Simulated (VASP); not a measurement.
## Co: single point with revPBE

Crystal: Co.

```
Co
1.0
     0.00000    2.44622    2.44622
     2.44622    0.00000    2.44622
     2.44622    2.44622    0.00000
Co
2
Cartesian
  0.6116 0.6116 0.6116
  4.2809 4.2809 4.2809
```

This isn't the form of Co at room conditions, which is hcp.

```json
{
  "Program": "VASP 6.6.1",
  "Task": "single point",
  "Functional": "revPBE",
  "Potentials or basis": "VASP PAW PBE potentials, release 64 (Co_sv)",
  "Cutoff": "690 eV",
  "k mesh": "12 × 12 × 12",
  "Occupations": "fermi-dirac, width 0.1 eV",
  "Spin": "no spin polarisation"
}
```

```yaml
Pressure: 4.5 GPa
Band_gap_on_the_k_mesh: zero (bands 17 and 18 overlap by 0.76 eV)
```

Levels at points of the mesh, in eV from the Fermi level:
```
           k point  band 15  band 16  band 17  band 18  band 19  band 20
(0.00, 0.00, 0.00)    -1.06    -1.06    -1.06     0.30     0.30    13.40
(0.50, 0.00, 0.00)    -1.58    -0.60    -0.60     0.10     0.10     1.51
(0.50, 0.50, 0.00)    -1.36    -1.36     0.28     0.28     1.88     1.88
```

Wall time 110 s on 1 thread of Intel(R) Xeon(R) Platinum 8259CL CPU @ 2.50GHz (Skylake/Cascade Lake), on a shared host, peak memory 0.2 GiB.

Caveat: the cell stands under pressure; the PAW data sets were made with another functional, which shifts forces and pressure a little; the run has no spin polarisation, though such a crystal can be magnetic. Spin polarisation is off, so any magnetic state and its effect on volume and gap are missing.
